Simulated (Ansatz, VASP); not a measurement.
P in VASP and in Ansatz

```xyz
4
Lattice="4.6275 0.0000 0.0000 0.0000 3.2919 0.0000 0.0000 0.0000 27.8196" Properties=species:S:1:pos:R:3 pbc="T T T"
P     0.4222    0.0000   10.5418
P     1.8915    1.6459   10.5418
P     2.7360    1.6459    8.4582
P     4.2053    0.0000    8.4582
```

Alike in both runs: task single point; functional HSE06; k mesh 4 × 6 × 1; no spin polarisation.

|  | VASP | Ansatz |
| --- | --- | --- |
| version | VASP 6.6.1 | Ansatz 0.2.0 |
| potentials or method | VASP PAW PBE potentials, release 64 (P) | plane waves, PAW |
| plane-wave cutoff (eV) | 520 | 420 |
| occupations | gaussian, width 0.01 eV | fixed |
| valence electrons in the cell | 20 | 20 |

VASP gave:

* gap on the k mesh at the Fermi level (eV): 1.61
* rms of the force components (eV/Å): 0.107

Which values does Ansatz return?

gap on the k mesh at the Fermi level (eV): 1.60; rms of the force components (eV/Å): 0.077.

Atom by atom the forces differ by 0.049 eV/Å (rms over components). Ansatz's warnings: stress exchange threshold loose, stress scf threshold loose.
